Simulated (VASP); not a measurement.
Here is a VASP 6.6.1 calculation.

Contents of INCAR:

```
PREC = Accurate
ENCUT = 520
EDIFF = 1E-6
ISMEAR = 0
SIGMA = 0.1
LREAL = F
LASPH = T
NELM = 150
ALGO = Normal
ISIF = 2
LWAVE = F
LCHARG = F
ISPIN = 2
MAGMOM = -4 -3 0 0 0 0 0 0 0 0
LORBIT = 11
LMAXMIX = 4
GGA = PE
NBANDS = 46
```

File KPOINTS:

```
regular mesh
0
Gamma
  4 4 4
```

The input POSCAR:

```
MnCrC4N4
1.0
    6.0677949505      0.0000000000      0.0000000000
    0.0000000000      6.0677949505      0.0000000000
    0.0000000000      0.0000000000      6.0677949505
Mn Cr C N
1 1 4 4
Direct
    0.5000000000      0.5000000000      0.5000000000
    0.0000000000      0.0000000000      0.0000000000
    0.1957886409      0.1957886409      0.1957886409
    0.1957886409      0.8042113591      0.8042113591
    0.8042113591      0.1957886409      0.8042113591
    0.8042113591      0.8042113591      0.1957886409
    0.3072764189      0.3072764189      0.3072764189
    0.3072764189      0.6927235811      0.6927235811
    0.6927235811      0.3072764189      0.6927235811
    0.6927235811      0.6927235811      0.3072764189
```

Potentials or basis: VASP PAW PBE potentials, release 64 (Mn_pv, Cr_pv, C, N).

The run is started by

```bash
$ cat potpaw_PBE.64/Mn_pv/POTCAR potpaw_PBE.64/Cr_pv/POTCAR potpaw_PBE.64/C/POTCAR potpaw_PBE.64/N/POTCAR > POTCAR
$ mpirun -np 1 vasp_std > vasp.out
```

Predict the pressure.

-2.0 GPa.

Estimate the net moment.

-3.72 μB per cell.

Estimate the largest force.

1.922 eV/Å.

Forces in eV/Å, atoms in the order of the input:
```
Mn   0.000  0.000  0.000
Cr   0.000  0.000  0.000
C   -1.109 -1.109 -1.109
C   -1.109  1.109  1.109
C    1.109 -1.109  1.109
C    1.109  1.109 -1.109
N    0.501  0.501  0.501
N    0.501 -0.501 -0.501
N   -0.501  0.501 -0.501
N   -0.501 -0.501  0.501
```

Caveat: the run started ferromagnetic, and an antiferromagnetic order may lie lower in energy; forces of over 1 eV/Å act on the atoms, so gaps and moduli don't describe the material at rest.
